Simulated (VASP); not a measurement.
# Al8N7 (a cell with a defect) in VASP: a series of runs, part 2 of 3

VASP 6.6.1. The steps go on from the part before.

## 3. Single point, PBE, collinear spin (atoms taken out, then relaxed in part)

File INCAR:

```
SYSTEM = Al8N7
PREC = Accurate ; ENCUT = 520
EDIFF = 1E-6 ; ISMEAR = 0
SIGMA = 0.01 ; LREAL = Auto
LASPH = .TRUE. ; NELM = 150
ALGO = Normal ; ISIF = 2
LWAVE = .FALSE. ; LCHARG = .TRUE.
ISPIN = 2 ; MAGMOM = 0.25 0 0 0 0.25 0.25 0.25 0 0 0 0 0 0 0 0
LORBIT = 11 ; GGA = PE
LELF = .TRUE. ; LVHAR = .TRUE.
NBANDS = 46
```

File KPOINTS:

```
Automatic mesh
0
G
  4 4 4
  0 0 0
```

File POSCAR:

```
Al8N7
1.0
    0.0000000000      4.4031742015     -4.4031742015
    4.4031742015      4.4031742015      0.0000000000
    4.4031742015      0.0000000000     -4.4031742015
Al N
8 7
Direct
    0.0011472923      0.0011472923      0.4965581232
   -0.0015683448      0.5005227816      0.5005227816
    0.5005227816     -0.0015683448      0.5005227816
    0.5005227816      0.5005227816      0.5005227816
    0.0011472923      0.0011472923      1.0011472923
    0.0011472923      0.4965581232      1.0011472923
    0.4965581232      0.0011472923      1.0011472923
    0.5005227816      0.5005227816      0.9984316552
    0.1255819322      0.6244180678      0.1255819322
    0.6244180678      0.1255819322      0.1255819322
    0.6244180678      0.6244180678      0.1255819322
    0.1255819322      0.1255819322      0.6244180678
    0.1255819322      0.6244180678      0.6244180678
    0.6244180678      0.1255819322      0.6244180678
    0.6250000000      0.6250000000      0.6250000000
```

Potentials or basis: VASP PAW PBE potentials, release 64 (Al, N).

Started as:

```sh
cat potpaw_PBE.64/Al/POTCAR potpaw_PBE.64/N/POTCAR > POTCAR
mpirun -np 1 vasp_std > vasp.out
```

OUTCAR:

```text
SYSTEM = Al8N7
   PREC = Accurate
   ENCUT = 520
   EDIFF = 1E-6
   ISMEAR = 0
   LREAL = Auto
   LASPH = .TRUE.
   NELM = 150
   ISIF = 2
   ISPIN = 2
   LORBIT = 11
   GGA = PE

 ion  position               nearest neighbor table
   1  0.001  0.001  0.497-  12 1.92  13 1.92  14 1.92   5 3.08   6 3.08   7 3.08   2 3.11   3 3.11
                             4 3.11   4 3.11   3 3.11   2 3.11   7 3.14   5 3.14   6 3.14
   2  0.998  0.501  0.501-  15 1.90  12 1.91   9 1.91  13 1.91   4 3.10   8 3.10   3 3.10   6 3.11
                             1 3.11   5 3.11   5 3.11   6 3.11   1 3.11   8 3.13   3 3.13   4 3.13
   3  0.501  0.998  0.501-  15 1.90  12 1.91  10 1.91  14 1.91   4 3.10   8 3.10   2 3.10   7 3.11
                             1 3.11   5 3.11   5 3.11   7 3.11   1 3.11   8 3.13   4 3.13   2 3.13
   4  0.501  0.501  0.501-  15 1.90  13 1.91  14 1.91  11 1.91   3 3.10   8 3.10   2 3.10   6 3.11
                             1 3.11   7 3.11   6 3.11   7 3.11   1 3.11   8 3.13   3 3.13   2 3.13
   5  0.001  0.001  0.001-   9 1.92  10 1.92  12 1.92   1 3.08   6 3.08   7 3.08   2 3.11   3 3.11
                             2 3.11   8 3.11   3 3.11   8 3.11   6 3.14   7 3.14   1 3.14
   6  0.001  0.497  0.001-   9 1.92  11 1.92  13 1.92   1 3.08   5 3.08   7 3.08   8 3.11   2 3.11
                             4 3.11   4 3.11   2 3.11   8 3.11   7 3.14   5 3.14   1 3.14
   7  0.497  0.001  0.001-  10 1.92  11 1.92  14 1.92   1 3.08   5 3.08   6 3.08   8 3.11   3 3.11
                             4 3.11   4 3.11   3 3.11   8 3.11   5 3.14   1 3.14   6 3.14
   8  0.501  0.501  0.998-  15 1.90  10 1.91   9 1.91  11 1.91   3 3.10   4 3.10   2 3.10   6 3.11
                             7 3.11   5 3.11   5 3.11   7 3.11   6 3.11   4 3.13   3 3.13   2 3.13
   9  0.126  0.624  0.126-   2 1.91   8 1.91   6 1.92   5 1.92
  10  0.624  0.126  0.126-   3 1.91   8 1.91   7 1.92   5 1.92
  11  0.624  0.624  0.126-   4 1.91   8 1.91   7 1.92   6 1.92
  12  0.126  0.126  0.624-   2 1.91   3 1.91   1 1.92   5 1.92
  13  0.126  0.624  0.624-   4 1.91   2 1.91   1 1.92   6 1.92
  14  0.624  0.126  0.624-   4 1.91   3 1.91   1 1.92   7 1.92
  15  0.625  0.625  0.625-   2 1.90   3 1.90   8 1.90   4 1.90

  LATTYP: Found a face centered cubic cell.
 ALAT       =     8.8063484030

  Lattice vectors:

 A1 = (   0.0000000000,   4.4031742015,  -4.4031742015)
[... 933 lines left out ...]
  energy-cutoff  :      520.00
  volume of cell :      170.74
      direct lattice vectors                 reciprocal lattice vectors
     0.000000000  4.403174201 -4.403174201    -0.113554444  0.113554444 -0.113554444
     4.403174201  4.403174201  0.000000000     0.113554444  0.113554444  0.113554444
     4.403174201  0.000000000 -4.403174201     0.113554444 -0.113554444 -0.113554444

 POSITION                                       TOTAL-FORCE (eV/Angst)
 -----------------------------------------------------------------------------------
      2.19148      0.01010     -2.19148         0.007688     -0.007688     -0.007688
      4.40778      6.60016     -6.60016        -0.005486      0.005486     -0.005486
      6.60016      6.60016     -4.40778         0.005486      0.005486      0.005486
      4.40778      4.40778     -4.40778        -0.005486     -0.005486      0.005486
      0.01010      0.01010     -0.01010        -0.007688     -0.007688      0.007688
      2.19148      2.19148     -0.01010         0.007688      0.007688      0.007688
      0.01010      2.19148     -2.19148        -0.007688      0.007688     -0.007688
      6.60016      4.40778     -6.60016         0.005486     -0.005486     -0.005486
      3.30238      3.30238     -1.10592        -0.000000     -0.000000     -0.031186
      1.10592      3.30238     -3.30238         0.031186     -0.000000      0.000000
      3.30238      5.49884     -3.30238        -0.000000     -0.031186      0.000000
      3.30238      1.10592     -3.30238        -0.000000      0.031186      0.000000
      5.49884      3.30238     -3.30238        -0.031186     -0.000000      0.000000
      3.30238      3.30238     -5.49884        -0.000000     -0.000000      0.031186
      5.50397      5.50397     -5.50397        -0.000000     -0.000000      0.000000
 -----------------------------------------------------------------------------------
    total drift:                                0.000000      0.000000     -0.000000

  FREE ENERGIE OF THE ION-ELECTRON SYSTEM (eV)
  ---------------------------------------------------
  free  energy   TOTEN  =      -105.2599032972 eV

  energy  without entropy=     -105.2596240912  energy(sigma->0) =     -105.25976369

 total charge

# of ion       s       p       d       tot
------------------------------------------
    1        0.381   0.397   0.000   0.779
    2        0.365   0.433   0.000   0.798
    3        0.365   0.433   0.000   0.798
    4        0.365   0.433   0.000   0.798
    5        0.381   0.397   0.000   0.779
    6        0.381   0.397   0.000   0.779
    7        0.381   0.397   0.000   0.779
    8        0.365   0.433   0.000   0.798
    9        1.232   2.593   0.000   3.826
   10        1.232   2.593   0.000   3.826
   11        1.232   2.593   0.000   3.826
   12        1.232   2.593   0.000   3.826
   13        1.232   2.593   0.000   3.826
   14        1.232   2.593   0.000   3.826
   15        1.222   2.632   0.000   3.853
--------------------------------------------------
tot         11.600  21.512   0.000  33.112

 magnetization (x)

# of ion       s       p       d       tot
------------------------------------------
    1        0.001   0.001   0.000   0.002
    2        0.000   0.000   0.000   0.000
    3        0.000   0.000   0.000   0.000
    4        0.000   0.000   0.000   0.000
    5        0.001   0.001   0.000   0.002
    6        0.001   0.001   0.000   0.002
    7        0.001   0.001   0.000   0.002
    8        0.000   0.000   0.000   0.000
    9        0.000   0.000   0.000   0.000
   10        0.000   0.000   0.000   0.000
   11        0.000   0.000   0.000   0.000
   12        0.000   0.000   0.000   0.000
   13        0.000   0.000   0.000   0.000
   14        0.000   0.000   0.000   0.000
   15        0.000   0.000   0.000   0.000
--------------------------------------------------
tot          0.005   0.004   0.000   0.009
```

OSZICAR:

```text
N       E                     dE             d eps       ncg     rms          rms(c)
DAV:   1     0.219283546804E+03    0.21928E+03   -0.26572E+04  1472   0.113E+03
DAV:   2    -0.987204917822E+02   -0.31800E+03   -0.30441E+03  1840   0.231E+02
DAV:   3    -0.121990430905E+03   -0.23270E+02   -0.23101E+02  1824   0.653E+01
DAV:   4    -0.122262079891E+03   -0.27165E+00   -0.27119E+00  1776   0.784E+00
DAV:   5    -0.122266152643E+03   -0.40728E-02   -0.40718E-02  1828   0.958E-01    0.229E+01
DAV:   6    -0.105158141383E+03    0.17108E+02   -0.63087E+01  1762   0.312E+01    0.806E+00
DAV:   7    -0.105334718525E+03   -0.17658E+00   -0.29564E+00  1668   0.660E+00    0.538E+00
DAV:   8    -0.105278918707E+03    0.55800E-01   -0.39303E-01  1682   0.301E+00    0.117E+00
DAV:   9    -0.105259326970E+03    0.19592E-01   -0.66579E-02  1826   0.103E+00    0.632E-01
DAV:  10    -0.105259305957E+03    0.21013E-04   -0.71850E-03  1688   0.343E-01    0.314E-01
DAV:  11    -0.105259897357E+03   -0.59140E-03   -0.12684E-03  1792   0.165E-01    0.516E-02
DAV:  12    -0.105259897892E+03   -0.53501E-06   -0.11014E-04  1666   0.456E-02    0.145E-02
DAV:  13    -0.105259900864E+03   -0.29715E-05   -0.10163E-05  1792   0.160E-02    0.970E-03
DAV:  14    -0.105259902990E+03   -0.21262E-05   -0.24794E-06  1576   0.778E-03    0.343E-03
DAV:  15    -0.105259903297E+03   -0.30742E-06   -0.26985E-07   916   0.298E-03
   1 F= -.10525990E+03 E0= -.10525976E+03  d E =-.279206E-03  mag=     0.0305
```

stdout:

```text
POSCAR found type information on POSCAR AlN
 POSCAR found :  2 types and      15 ions
 scaLAPACK will be used
 LDA part: xc-table for (Slater+PW92), standard interpolation
 POSCAR, INCAR and KPOINTS ok, starting setup
 FFT: planning ... GRIDC
 FFT: planning ... GRID_SOFT
 FFT: planning ... GRID
 WAVECAR not read
 entering main loop
```

Wall time 2.8 min (1 thread of Intel Xeon 6975P-C (Granite Rapids), shared host); peak memory 0.41 GiB.

What came out:

| Item | Value |
| --- | --- |
| Free energy | -105.2599 eV |
| Pressure | -0.7 GPa |
| Largest force | 0.031 eV/Å |
| Net moment | 0.03 μB per cell |
| Valence electrons inside the program's atomic spheres | Al 0.78, 0.80 (each value once); N 3.83, 3.85 (each value once) |

Forces in eV/Å, atoms in the order of the input:
```
Al   0.008 -0.008 -0.008
Al  -0.005  0.005 -0.005
Al   0.005  0.005  0.005
Al  -0.005 -0.005  0.005
Al  -0.008 -0.008  0.008
Al   0.008  0.008  0.008
Al  -0.008  0.008 -0.008
Al   0.005 -0.005 -0.005
N    0.000  0.000 -0.031
N    0.031  0.000  0.000
N    0.000 -0.031  0.000
N    0.000  0.031  0.000
N   -0.031  0.000  0.000
N    0.000  0.000  0.031
N    0.000  0.000  0.000
```

Levels at points of the mesh, in eV from the Fermi level:
Spin up:
```
           k point  band 25  band 26  band 27  band 28  band 29  band 30  band 31  band 32  band 33  band 34
(0.00, 0.00, 0.00)    -3.75    -3.75    -3.41    -3.41    -3.41     0.01     0.01     0.33     1.89     2.63
(0.50, 0.00, 0.00)    -3.95    -3.95    -3.54    -3.54    -3.09    -0.43     1.18     1.18     2.55     2.55
(0.50, 0.50, 0.00)    -4.02    -4.02    -3.85    -3.79    -2.55    -0.90     1.19     1.19     2.68     2.73
```
Spin down:
| k point | band 27 | band 28 | band 29 | band 30 | band 31 | band 32 |
| --- | --- | --- | --- | --- | --- | --- |
| (0.00, 0.00, 0.00) | -3.41 | -3.41 | -3.41 | 0.02 | 0.02 | 0.33 |
| (0.50, 0.00, 0.00) | -3.54 | -3.54 | -3.08 | -0.41 | 1.19 | 1.19 |
| (0.50, 0.50, 0.00) | -3.85 | -3.79 | -2.54 | -0.88 | 1.21 | 1.21 |

Caveat: the cell differs from its parent crystal (atoms taken out, then relaxed in part).

## 4. Single point, PBE, collinear spin (atoms taken out, then relaxed in part)

File INCAR:

```
SYSTEM = Al8N7
PREC = Accurate ; ENCUT = 520
EDIFF = 1E-6 ; ISMEAR = 0
SIGMA = 0.01 ; LREAL = Auto
LASPH = .TRUE. ; NELM = 150
ALGO = Normal ; ISIF = 2
LWAVE = .FALSE. ; LCHARG = .FALSE.
ISPIN = 2 ; MAGMOM = 0.75 0 0 0 0.75 0.75 0.75 0 0 0 0 0 0 0 0
LORBIT = 11 ; GGA = PE
NBANDS = 46
```

File KPOINTS:

```
regular mesh
0
G
  4 4 4
  0 0 0
```

POSCAR is that of step 3.

Started as:

```sh
cat potpaw_PBE.64/Al/POTCAR potpaw_PBE.64/N/POTCAR > POTCAR
mpirun -np 1 vasp_std > vasp.out
```

It took 2.3 min on 1 thread of Intel Xeon 6975P-C (Granite Rapids), shared host; peak memory 0.42 GiB.

Results (log left out):

```
Free energy                                           : -105.2599 eV
Pressure                                              : -0.7 GPa
Largest force                                         : 0.031 eV/Å
Net moment                                            : -0.03 μB per cell
Valence electrons inside the program's atomic spheres : Al 0.78, 0.80 (each value once); N 3.83, 3.85 (each value once)
```

Forces on the atoms (eV/Å):
```
Al   0.008 -0.008 -0.008
Al  -0.005  0.005 -0.005
Al   0.005  0.005  0.005
Al  -0.005 -0.005  0.005
Al  -0.008 -0.008  0.008
Al   0.008  0.008  0.008
Al  -0.008  0.008 -0.008
Al   0.005 -0.005 -0.005
N    0.000  0.000 -0.031
N    0.031  0.000  0.000
N    0.000 -0.031  0.000
N    0.000  0.031  0.000
N   -0.031  0.000  0.000
N    0.000  0.000  0.031
N    0.000  0.000  0.000
```

Levels at points of the mesh, in eV from the Fermi level:
Spin up:
```tsv
k point	band 26	band 27	band 28	band 29	band 30	band 31	band 32	band 33
(0.00, 0.00, 0.00)	-3.75	-3.41	-3.41	-3.41	0.02	0.02	0.33	1.90
(0.50, 0.00, 0.00)	-3.95	-3.54	-3.54	-3.08	-0.41	1.19	1.19	2.56
(0.50, 0.50, 0.00)	-4.02	-3.85	-3.79	-2.54	-0.88	1.21	1.21	2.69
```
Spin down:
```csv
k point,band 27,band 28,band 29,band 30,band 31,band 32
"(0.00, 0.00, 0.00)",-3.41,-3.41,-3.41,0.01,0.01,0.33
"(0.50, 0.00, 0.00)",-3.54,-3.54,-3.09,-0.43,1.18,1.18
"(0.50, 0.50, 0.00)",-3.85,-3.79,-2.55,-0.90,1.19,1.19
```

Caveat: the cell differs from its parent crystal (atoms taken out, then relaxed in part).

## 5. Single point, PBE, collinear spin (atoms taken out, then relaxed in part)

File INCAR:

```
SYSTEM = Al8N7
PREC     = Accurate       ! precision mode
ENCUT    = 520            ! plane-wave cutoff, eV
EDIFF    = 1E-7           ! SCF threshold, eV
ISMEAR   = 0              ! smearing method
SIGMA    = 0.01           ! smearing width, eV
LREAL    = Auto         
LASPH    = .TRUE.         ! aspherical terms in the spheres
NELM     = 150            ! most SCF steps
ALGO     = Normal         ! electronic algorithm
ISIF     = 2              ! what is computed and relaxed
LWAVE    = .FALSE.        ! write WAVECAR
LCHARG   = .FALSE.        ! write CHGCAR
ISPIN    = 2              ! spin polarisation
MAGMOM   = 0.25 0 0 0 0.25 0.25 0.25 0 0 0 0 0 0 0 0 ! initial moments
LORBIT   = 11             ! projections on sites
GGA      = PE             ! functional
NELECT   = 57.0         
NBANDS   = 46             ! bands
```

KPOINTS is that of step 4.

File POSCAR:

```
Al8N7
1.0
    0.0000000000      4.4031742015     -4.4031742015
    4.4031742015      4.4031742015      0.0000000000
    4.4031742015      0.0000000000     -4.4031742015
Al N
8 7
Direct
   -0.0100976268     -0.0100976268      0.5302928804
   -0.0056011972      0.5018670657      0.5018670657
    0.5018670657     -0.0056011972      0.5018670657
    0.5018670657      0.5018670657      0.5018670657
   -0.0100976268     -0.0100976268      0.9899023732
   -0.0100976268      0.5302928804      0.9899023732
    0.5302928804     -0.0100976268      0.9899023732
    0.5018670657      0.5018670657      0.9943988028
    0.1268832443      0.6231167557      0.1268832443
    0.6231167557      0.1268832443      0.1268832443
    0.6231167557      0.6231167557      0.1268832443
    0.1268832443      0.1268832443      0.6231167557
    0.1268832443      0.6231167557      0.6231167557
    0.6231167557      0.1268832443      0.6231167557
    0.6250000000      0.6250000000      0.6250000000
```

Started as:

```sh
cat potpaw_PBE.64/Al/POTCAR potpaw_PBE.64/N/POTCAR > POTCAR
mpirun -np 1 vasp_std > vasp.out
```

It took 2.8 min on 1 thread of Intel Xeon 6975P-C (Granite Rapids), shared host; peak memory 0.42 GiB.

It converged, with:

```yaml
Free_energy: -120.0659 eV
Largest_force: 0.019 eV/Å
Net_moment: 0.03 μB per cell
Valence_electrons_inside_the_program's_atomic_spheres: Al 0.77; N 3.81, 3.84 (each value once)
```

Forces on the atoms (eV/Å):
```
Al   0.006 -0.006 -0.006
Al  -0.011  0.011 -0.011
Al   0.011  0.011  0.011
Al  -0.011 -0.011  0.011
Al  -0.006 -0.006  0.006
Al   0.006  0.006  0.006
Al  -0.006  0.006 -0.006
Al   0.011 -0.011 -0.011
N    0.000  0.000 -0.009
N    0.009  0.000  0.000
N    0.000 -0.009  0.000
N    0.000  0.009  0.000
N   -0.009  0.000  0.000
N    0.000  0.000  0.009
N    0.000  0.000  0.000
```

Levels at points of the mesh, in eV from the Fermi level:
Spin up:
```
           k point  band 27  band 28  band 29  band 30  band 31  band 32
(0.00, 0.00, 0.00)    -0.91    -0.91    -0.91     1.95     3.00     3.00
(0.50, 0.00, 0.00)    -1.05    -1.05    -0.20     2.32     3.77     4.03
(0.50, 0.50, 0.00)    -1.38    -1.38     0.40     1.94     3.99     3.99
```
Spin down:
| k point | band 27 | band 28 | band 29 | band 30 | band 31 | band 32 |
| --- | --- | --- | --- | --- | --- | --- |
| (0.00, 0.00, 0.00) | -0.91 | -0.91 | -0.91 | 1.95 | 3.00 | 3.00 |
| (0.50, 0.00, 0.00) | -1.05 | -1.05 | -0.17 | 2.33 | 3.77 | 4.04 |
| (0.50, 0.50, 0.00) | -1.38 | -1.38 | 0.43 | 1.96 | 4.01 | 4.01 |

Caveat: the cell carries a net charge on a neutralising background, which shifts energy and pressure; the cell differs from its parent crystal (atoms taken out, then relaxed in part); the cell is charged against a uniform background, so pressure and absolute levels hang on convention.

[end of part 2 of 3]
